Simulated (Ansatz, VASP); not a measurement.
Ag: VASP beside Ansatz

Contents of INCAR:

```
SYSTEM = Ag
PREC = Accurate
ENCUT = 520
EDIFF = 1E-6
ISMEAR = 0
SIGMA = 0.15
LREAL = .False.
LASPH = .True.
NELM = 80
ALGO = Fast
ISIF = 2
LWAVE = .False.
LCHARG = .False.
GGA = PS
NBANDS = 12
```

File KPOINTS:

```
regular mesh
0
Gamma
  20 20 20
  0 0 0
```

POSCAR

```
Ag
1.0
    0.0000000000      2.0941775000      2.0431000000
    2.0941775000      0.0000000000      2.0431000000
    2.0941775000      2.0941775000      0.0000000000
Ag
1
Direct
    0.0000000000      0.0000000000      0.0000000000
```

Input for Ansatz:

```yaml
crystal:
  lattice:
    - [0.0, 2.0941775, 2.0431]
    - [2.0941775, 0.0, 2.0431]
    - [2.0941775, 2.0941775, 0.0]
  atoms:
    - { symbol: Ag, position: [0.0, 0.0, 0.0] }
basis:
  ecutwfc: 420
kpoints:
  mp_grid: { grid: [20, 20, 20] }
hamiltonian:
  xc: pbesol
scf:
  occupations: { method: gaussian, width: 0.15 }
output:
  forces: true
  stress: true
  eigenvalues: true
  write_density: true
  write_potential: true
  elf: true
  volumetric_format: npy
```

Change from the starting cell: strain +0.025 along x and y, +0.000 along z, atoms carried along.

Alike in both runs: task single point; functional PBEsol; k mesh 20 × 20 × 20; occupations gaussian, width 0.15 eV; no spin polarisation.

|  | VASP | Ansatz |
| --- | --- | --- |
| version | VASP 6.6.1 | Ansatz 0.2.0 |
| potentials or method | VASP PAW PBE potentials, release 64 (Ag), cutoff 520 eV | scalar-relativistic, plane waves, PAW |
| valence electrons in the cell | 11 | 19 |

Ansatz gave:

| Quantity | Value |
| --- | --- |
| gap on the k mesh at the Fermi level (eV) | none |
| pressure (GPa) | -7.0 |
| traceless stress, the component that is largest in VASP (GPa) | 0.49 |

Task: Which values does VASP return?

Result: gap on the k mesh at the Fermi level (eV): none; pressure (GPa): -7.1; traceless stress, the component that is largest in VASP (GPa): 0.49.

VASP's potentials were made for PBE, not for PBEsol. A gap of «none» marks a metal or a gap that the smearing closes. VASP's potentials hold 11 valence electrons a cell and Ansatz's 19, so a difference there can come from the potentials and not from the codes.
